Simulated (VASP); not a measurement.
# SnTe2 (R-3m) in VASP: a series of runs

Aim: see how the results for SnTe2 move with the level of theory and the settings. Levels: PBEsol, r2SCAN+rVV10. Tasks: single point.

Program: VASP 6.6.1. These are calculated values, not measurements. Logs are shortened: lines on timing, memory, paths and dates and some standing lists are left out, and cuts for length are marked.

## (1) The cell of the first run

It takes space group R-3m (No. 166, trigonal). Conventional cell: a = 4.124 Å, b = 4.124 Å, c = 18.513 Å, α = 90.00°, β = 90.00°, γ = 120.00°. Within 3.9 Å of Sn (site symmetry -3m) lie 6 Te at 2.99 Å. Te (site symmetry 3m) has 3 Sn at 2.99 Å and 3 Te at 3.49 Å within 3.9 Å.

## (2) Single point, PBEsol

INCAR reads:

```
PREC     = Accurate       # precision mode
ENCUT    = 520            # plane-wave cutoff, eV
EDIFF    = 1E-7           # SCF threshold, eV
ISMEAR   = -1             # smearing method
SIGMA    = 0.03           # smearing width, eV
LREAL    = F              # projectors in reciprocal space
LASPH    = T              # aspherical terms in the spheres
NELM     = 80             # most SCF steps
ALGO     = Normal         # electronic algorithm
ISIF     = 2              # what is computed and relaxed
LWAVE    = F              # write WAVECAR
LCHARG   = F              # write CHGCAR
GGA      = PS             # functional
NBANDS   = 20             # bands
```

KPOINTS reads:

```
regular mesh
0
Gamma
  6 6 6
```

POSCAR reads:

```
SnTe2
1.0
    2.0619386135      1.1904608136      6.1709274761
   -2.0619386135      1.1904608136      6.1709274761
    0.0000000000     -2.3809216272      6.1709274761
Sn Te
1 2
Direct
    0.0000000000      0.0000000000      0.0000000000
    0.2357454291      0.2357454291      0.2357454291
    0.7642545709      0.7642545709      0.7642545709
```

Potentials or basis: VASP PAW PBE potentials, release 64 (Sn_d, Te).

Launch:

```sh
$ cat potpaw_PBE.64/Sn_d/POTCAR potpaw_PBE.64/Te/POTCAR > POTCAR
$ mpirun -np 1 vasp_std > vasp.out
```

OUTCAR:

```text
PREC = Accurate
   ENCUT = 520
   EDIFF = 1E-7
   ISMEAR = -1
   LREAL = F
   LASPH = T
   NELM = 80
   ISIF = 2
   GGA = PS

 ion  position               nearest neighbor table
   1  0.000  0.000  0.000-   3 2.99   3 2.99   2 2.99   2 2.99   3 2.99   2 2.99
   2  0.236  0.236  0.236-   1 2.99   1 2.99   1 2.99   3 3.49   3 3.49   3 3.49
   3  0.764  0.764  0.764-   1 2.99   1 2.99   1 2.99   2 3.49   2 3.49   2 3.49

  LATTYP: Found a trigonal (rhomboedric) cell.
 ALAT       =     6.6143127920
 COS(alpha) =     0.8056377128

  Lattice vectors:

 A1 = (   2.0619386135,   1.1904608136,   6.1709274761)
 A2 = (  -2.0619386135,   1.1904608136,   6.1709274761)
 A3 = (   0.0000000000,  -2.3809216272,   6.1709274761)

Analysis of symmetry for initial positions (statically):
=====================================================================
 Subroutine PRICEL returns:
 Original cell was already a primitive cell.

 Routine SETGRP: Setting up the symmetry group for a
 trigonal (rhombohedral) supercell.

 Subroutine GETGRP returns: Found 12 space group operations
 (whereof 12 operations were pure point group operations)
 out of a pool of 12 trial point group operations.

The static configuration has the point symmetry D_3d.

Analysis of symmetry for dynamics (positions and initial velocities):
=====================================================================
 Subroutine PRICEL returns:
 Original cell was already a primitive cell.

 Routine SETGRP: Setting up the symmetry group for a
 trigonal (rhombohedral) supercell.

 Subroutine GETGRP returns: Found 12 space group operations
 (whereof 12 operations were pure point group operations)
 out of a pool of 12 trial point group operations.

The dynamic configuration has the point symmetry D_3d.

 Subroutine INISYM returns: Found 12 space group operations
 (whereof 12 operations are pure point group operations),
 and found     1 'primitive' translations

----------------------------------------------------------------------------------------

                                     Primitive cell

  volume of cell :      90.8851

  direct lattice vectors                    reciprocal lattice vectors
     2.061938614  1.190460814  6.170927476     0.242490245  0.140001808  0.054016732
[... 84 lines left out ...]
   LSORBIT =      F    spin-orbit coupling
   LASPH  =      T    aspherical Exc in radial PAW
   ENCUT  =  520.0 eV  38.22 Ry    6.18 a.u.  12.30 12.30 12.30*2*pi/ulx,y,z
   NELM   =     80;   NELMIN=  2; NELMDL= -5     # of ELM steps
   EDIFF  = 0.1E-06   stopping-criterion for ELM
   LREAL  =      F    real-space projection
   EDIFFG = 0.1E-05   stopping-criterion for IOM
   NSW    =      0    number of steps for IOM
   IBRION =     -1    ionic relax: 0-MD 1-quasi-New 2-CG
   NFREE  =      0    steps in history (QN), initial steepest desc. (CG)
   ISIF   =      2    stress and relaxation
   ISYM   =      2    0-nonsym 1-usesym 2-fastsym
   POTIM  = 0.5000    time-step for ionic-motion
   TEBEG  =    0.0;   TEEND  =   0.0 temperature during run
   PSTRESS=    0.0 pullay stress
   NELECT =      26.0000    total number of electrons
   NUPDOWN=      -1.0000    fix difference up-down
   EMIN   =  10.00;   EMAX   =-10.00  energy-range for DOS
   EFERMI =   0.00;   METHOD = LEGACY
   ISMEAR =    -1;   SIGMA  =   0.03  broadening in eV -4-tet -1-fermi 0-gaus
   EFERMI_NEDOS =   21; number of points for ismear=-14 and -15
   IALGO  =     38    algorithm
   IMIX   =      4    mixing-type and parameters
     AMIX     =   0.40;   BMIX     =  1.00
     AMIX_MAG =   1.60;   BMIX_MAG =  1.00
  volume/ion in A,a.u.               =      30.30       204.44
  Fermi-wavevector in a.u.,A,eV,Ry     =   1.078703  2.038453 15.831733  1.163600
  Thomas-Fermi vector in A             =   2.214648
   LORBIT       =      0    0 simple, 1 ext, 2 COOP (PROOUT), +10 PAW based schemes
   GGA     = PS    functional components
   LHFCALC =     F    Hartree Fock is set to
   AEXX    =    0.0000 exact exchange contribution
   IVDW    =     0    specifies the selected vdW correction
   LEPSILON=     F    determine dielectric tensor
   LRPA    =     F    only Hartree local field effects (RPA)
 non-spin polarized calculation
  energy-cutoff  :      520.00
  volume of cell :       90.89
 maximum number of plane-waves:      2483
 NGX is ok and might be reduce to    50
   NGX = 25   NGY = 25   NGZ = 25

 number of electron      25.9999997 magnetization

 Free energy of the ion-electron system (eV)
  ---------------------------------------------------
  ext. energy  EPLUGINS =         0.00000000
  ---------------------------------------------------
  free energy    TOTEN  =       -11.61637907 eV

  energy without entropy =      -11.61018162  energy(sigma->0) =      -11.61328035

 E-fermi :   6.5569     XC(G=0):  -9.7764

 val. band max:        6.5561241391   @ k =   0.1667  -0.0000  -0.0000
 cond. band min:       6.6318979452   @ k =   0.3333   0.3333   0.1667
 fundamental gap:      0.0757738061
 Fermi energy:         6.5569080637

 k-point     1 :       0.0000    0.0000    0.0000
  band No.  band energies     occupation
      1     -14.8281      2.00000
      2     -14.8281      2.00000
      3     -14.8089      2.00000
      4     -14.8012      2.00000
      5     -14.8012      2.00000
      6      -6.2434      2.00000
[... 541 lines left out ...]
     19      14.0380      0.00000
     20      14.9930      0.00000

 [... further k-points ...]

------------------------ aborting loop because EDIFF is reached ----------------------------------------

  FORCE on cell =-STRESS in cart. coord.  units (eV):
  Direction    XX          YY          ZZ          XY          YZ          ZX
  --------------------------------------------------------------------------------------
  -------------------------------------------------------------------------------------
  Total        0.0393418      0.0393418      0.0387820      0.0000000      0.0000000      0.0000000
  in kB        0.6935409      0.6935409      0.6836730      0.0000000      0.0000000      0.0000000
  external PRESSURE =       0.6902516 kB  Pullay stress =       0.0000000 kB

 VOLUME and BASIS-vectors are now :
 -----------------------------------------------------------------------------
  energy-cutoff  :      520.00
  volume of cell :       90.89
      direct lattice vectors                 reciprocal lattice vectors
     2.061938614  1.190460814  6.170927476     0.242490245  0.140001808  0.054016732
    -2.061938614  1.190460814  6.170927476    -0.242490245  0.140001808  0.054016732
     0.000000000 -2.380921627  6.170927476     0.000000000 -0.280003617  0.054016732

 POSITION                                       TOTAL-FORCE (eV/Angst)
 -----------------------------------------------------------------------------------
      0.00000      0.00000      0.00000         0.000000      0.000000      0.000000
      0.00000      0.00000      4.36430        -0.000000      0.000000     -0.018951
      0.00000      0.00000     14.14848        -0.000000     -0.000000      0.018951
 -----------------------------------------------------------------------------------
    total drift:                               -0.000000     -0.000000      0.000000

  FREE ENERGIE OF THE ION-ELECTRON SYSTEM (eV)
  ---------------------------------------------------
  free  energy   TOTEN  =       -11.6163790684 eV

  energy  without entropy=      -11.6101816234  energy(sigma->0) =      -11.61328035
```

OSZICAR:

```text
N       E                     dE             d eps       ncg     rms          rms(c)
DAV:   1     0.178617185899E+03    0.17862E+03   -0.11596E+04  1296   0.137E+03
DAV:   2     0.779357782317E+01   -0.17082E+03   -0.16471E+03  1348   0.347E+02
DAV:   3    -0.109476634245E+02   -0.18741E+02   -0.18290E+02  1620   0.102E+02
DAV:   4    -0.116414302940E+02   -0.69377E+00   -0.69099E+00  1512   0.199E+01
DAV:   5    -0.116668248929E+02   -0.25395E-01   -0.25393E-01  1772   0.410E+00    0.792E+00
DAV:   6    -0.116263298550E+02    0.40495E-01   -0.70631E-02  1620   0.310E+00    0.501E+00
DAV:   7    -0.116174351580E+02    0.88947E-02   -0.49043E-02  1644   0.204E+00    0.332E-01
DAV:   8    -0.116163914345E+02    0.10437E-02   -0.62634E-03  1588   0.856E-01    0.191E-01
DAV:   9    -0.116163742104E+02    0.17224E-04   -0.46904E-04  1524   0.168E-01    0.548E-02
DAV:  10    -0.116163772106E+02   -0.30003E-05   -0.44208E-05  1544   0.365E-02    0.270E-02
DAV:  11    -0.116163790970E+02   -0.18863E-05   -0.51969E-06  1480   0.229E-02    0.378E-03
DAV:  12    -0.116163790684E+02    0.28597E-07   -0.35575E-07  1500   0.497E-03
   1 F= -.11616379E+02 E0= -.11613280E+02  d E =-.619744E-02
```

stdout:

```text
POSCAR found type information on POSCAR SnTe
 POSCAR found :  2 types and       3 ions
 scaLAPACK will be used
 -----------------------------------------------------------------------------
|                                                                             |
|                                                                             |
|     You enforced a specific xc type in the INCAR file but a different       |
|     I HOPE YOU KNOW WHAT YOU ARE DOING!                                     |
|                                                                             |
 -----------------------------------------------------------------------------

 LDA part: xc-table for (Slater+PW92), standard interpolation
 POSCAR, INCAR and KPOINTS ok, starting setup
 FFT: planning ... GRIDC
 FFT: planning ... GRID_SOFT
 FFT: planning ... GRID
 WAVECAR not read
 entering main loop
```

It took 3.5 min on 1 thread of Intel Xeon 8259CL, shared host; peak memory 0.36 GiB.

What came out:

```
Free energy            : -11.6164 eV
Pressure               : 0.1 GPa
Largest force          : 0.019 eV/Å
Band gap on the k mesh : zero (bands 13 and 14 overlap by 0.89 eV)
```

Forces on the atoms (eV/Å):
```
Sn   0.000  0.000  0.000
Te   0.000  0.000 -0.019
Te   0.000  0.000  0.019
```

Caveat: the PAW data sets were made with another functional, which shifts forces and pressure a little; spin-orbit coupling is left out, which moves the levels of the heavy elements.

## (3) Single point, r2SCAN+rVV10

This run uses another cell than the first one, of 31.64 Å³/atom.

POSCAR reads:

```
SnTe2
1.0
    2.0892584613      1.2062339350      6.2776439913
   -2.0892584613      1.2062339350      6.2776439913
    0.0000000000     -2.4124678700      6.2776439913
Sn Te
1 2
Direct
    0.0000000000      0.0000000000      0.0000000000
    0.2410903700      0.2410903700      0.2410903700
    0.7589096300      0.7589096300      0.7589096300
```

INCAR.step1 reads:

```
SYSTEM = SnTe2
  ALGO = Normal
  EDIFF = 1E-4
  ENCUT = 520
  GGA = PE
  ISMEAR = -1
  LASPH = .TRUE.
  LCHARG = .FALSE.
  LREAL = .FALSE.
  LWAVE = .TRUE.
  NBANDS = 20
  NELM = 80
  PREC = Accurate
  SIGMA = 0.03
```

INCAR.step2 reads:

```
SYSTEM = SnTe2
  ALGO = Normal
  BPARAM = 11.95
  CPARAM = 0.0093
  EDIFF = 1E-6
  ENCUT = 520
  ISIF = 2
  ISMEAR = -1
  ISTART = 1
  IVDW_NL = 2
  LASPH = .TRUE.
  LCHARG = .FALSE.
  LMIXTAU = .TRUE.
  LREAL = .FALSE.
  LUSE_VDW = .TRUE.
  LWAVE = .FALSE.
  METAGGA = R2SCAN
  NBANDS = 20
  NELM = 80
  PREC = Accurate
  SIGMA = 0.03
```

KPOINTS reads:

```
k-points
0
G
  6 6 6
  0 0 0
```

Potentials or basis: VASP PAW PBE potentials, release 64 (Sn_d, Te).

Launch:

```sh
$ cat potpaw_PBE.64/Sn_d/POTCAR potpaw_PBE.64/Te/POTCAR > POTCAR
$ cp INCAR.step1 INCAR
$ mpirun -np 1 vasp_std > vasp.out
$ cp INCAR.step2 INCAR
$ mpirun -np 1 vasp_std > vasp.out
```

OUTCAR:

```text
SYSTEM = SnTe2
   BPARAM = 11.95
   EDIFF = 1E-6
   ENCUT = 520
   ISIF = 2
   ISMEAR = -1
   ISTART = 1
   IVDW_NL = 2
   LASPH = .TRUE.
   LREAL = .FALSE.
   METAGGA = R2SCAN
   NELM = 80
   PREC = Accurate

 ion  position               nearest neighbor table
   1  0.000  0.000  0.000-   3 2.97   2 2.97   3 2.97   3 2.97   2 2.97   2 2.97
   2  0.241  0.241  0.241-   1 2.97   1 2.97   1 2.97
   3  0.759  0.759  0.759-   1 2.97   1 2.97   1 2.97

  LATTYP: Found a trigonal (rhomboedric) cell.
 ALAT       =     6.7252371933
 COS(alpha) =     0.8069814171

  Lattice vectors:

 A1 = (   2.0892584613,   1.2062339350,   6.2776439913)
 A2 = (  -2.0892584613,   1.2062339350,   6.2776439913)
 A3 = (   0.0000000000,  -2.4124678700,   6.2776439913)

Analysis of symmetry for initial positions (statically):
=====================================================================
 Subroutine PRICEL returns:
 Original cell was already a primitive cell.

 Routine SETGRP: Setting up the symmetry group for a
 trigonal (rhombohedral) supercell.

 Subroutine GETGRP returns: Found 12 space group operations
 (whereof 12 operations were pure point group operations)
 out of a pool of 12 trial point group operations.

The static configuration has the point symmetry D_3d.

Analysis of symmetry for dynamics (positions and initial velocities):
=====================================================================
 Subroutine PRICEL returns:
 Original cell was already a primitive cell.

 Routine SETGRP: Setting up the symmetry group for a
 trigonal (rhombohedral) supercell.

 Subroutine GETGRP returns: Found 12 space group operations
 (whereof 12 operations were pure point group operations)
 out of a pool of 12 trial point group operations.

[... 115 lines left out ...]
   EMIN   =  10.00;   EMAX   =-10.00  energy-range for DOS
   EFERMI =   0.00;   METHOD = LEGACY
   ISMEAR =    -1;   SIGMA  =   0.03  broadening in eV -4-tet -1-fermi 0-gaus
   EFERMI_NEDOS =   21; number of points for ismear=-14 and -15
   IALGO  =     38    algorithm
   IMIX   =      4    mixing-type and parameters
     AMIX     =   0.40;   BMIX     =  1.00
     AMIX_MAG =   1.60;   BMIX_MAG =  1.00
  volume/ion in A,a.u.               =      31.64       213.52
  Fermi-wavevector in a.u.,A,eV,Ry     =   1.063185  2.009128 15.379506  1.130362
  Thomas-Fermi vector in A             =   2.198661
   LORBIT       =      0    0 simple, 1 ext, 2 COOP (PROOUT), +10 PAW based schemes
   METAGGA = R2SCAN    functional components
   LHFCALC =     F    Hartree Fock is set to
   AEXX    =    0.0000 exact exchange contribution
   IVDW_NL    =     2    kernel type
   BPARAM     =11.9500
   IVDW    =     0    specifies the selected vdW correction
   LEPSILON=     F    determine dielectric tensor
   LRPA    =     F    only Hartree local field effects (RPA)
 non-spin polarized calculation
  energy-cutoff  :      520.00
  volume of cell :       94.92
 maximum number of plane-waves:      2588
   NGX = 25   NGY = 25   NGZ = 25

 number of electron      26.0000003 magnetization

 Free energy of the ion-electron system (eV)
  ---------------------------------------------------
  ext. energy  EPLUGINS =         0.00000000
  ---------------------------------------------------
  free energy    TOTEN  =       -75.23697443 eV

  energy without entropy =      -75.23237079  energy(sigma->0) =      -75.23467261

 E-fermi :   5.9415     XC(G=0):  -9.9446

 val. band max:        5.9130845554   @ k =   0.0000   0.0000   0.0000
 cond. band min:       5.9752785317   @ k =   0.3333   0.3333  -0.0000
 fundamental gap:      0.0621939763
 Fermi energy:         5.9414551324

 k-point     1 :       0.0000    0.0000    0.0000
  band No.  band energies     occupation
      1     -16.2805      2.00000
      2     -16.2805      2.00000
      3     -16.2472      2.00000
      4     -16.2423      2.00000
      5     -16.2423      2.00000
      6      -7.0857      2.00000
[... 541 lines left out ...]
     19      13.7397      0.00000
     20      15.0593      0.00000

 [... further k-points ...]

------------------------ aborting loop because EDIFF is reached ----------------------------------------

  FORCE on cell =-STRESS in cart. coord.  units (eV):
  Direction    XX          YY          ZZ          XY          YZ          ZX
  --------------------------------------------------------------------------------------
  -------------------------------------------------------------------------------------
  Total        0.1269330      0.1269330      0.1398991      0.0000000     -0.0000000      0.0000000
  in kB        2.1424635      2.1424635      2.3613145      0.0000000     -0.0000000      0.0000000
  external PRESSURE =       2.2154139 kB  Pullay stress =       0.0000000 kB

 VOLUME and BASIS-vectors are now :
 -----------------------------------------------------------------------------
  energy-cutoff  :      520.00
  volume of cell :       94.92
      direct lattice vectors                 reciprocal lattice vectors
     2.089258461  1.206233935  6.277643991     0.239319361  0.138171098  0.053098477
    -2.089258461  1.206233935  6.277643991    -0.239319361  0.138171098  0.053098477
     0.000000000 -2.412467870  6.277643991     0.000000000 -0.276342195  0.053098477

 POSITION                                       TOTAL-FORCE (eV/Angst)
 -----------------------------------------------------------------------------------
      0.00000      0.00000      0.00000        -0.000000      0.000000      0.000000
      0.00000      0.00000      4.54044         0.000000     -0.000000     -0.016854
      0.00000      0.00000     14.29249         0.000000      0.000000      0.016854
 -----------------------------------------------------------------------------------
    total drift:                               -0.000000     -0.000000     -0.000000

  FREE ENERGIE OF THE ION-ELECTRON SYSTEM (eV)
  ---------------------------------------------------
  free  energy   TOTEN  =       -75.2369744299 eV

  energy  without entropy=      -75.2323707882  energy(sigma->0) =      -75.23467261
```

It took 20 min on 1 thread of Intel Xeon 8259CL, shared host; peak memory 0.84 GiB.

Results:

```
Free energy            : -75.2370 eV
Pressure               : 0.2 GPa
Largest force          : 0.017 eV/Å
Band gap on the k mesh : zero (bands 13 and 14 overlap by 0.71 eV)
```

Forces on the atoms (eV/Å):
```
Sn   0.000  0.000  0.000
Te   0.000  0.000 -0.017
Te   0.000  0.000  0.017
```

Caveat: semilocal functionals underestimate gaps, so a narrow gap can read as zero; the PAW data sets were made with another functional, which shifts forces and pressure a little; spin-orbit coupling is left out, which moves the levels of the heavy elements.
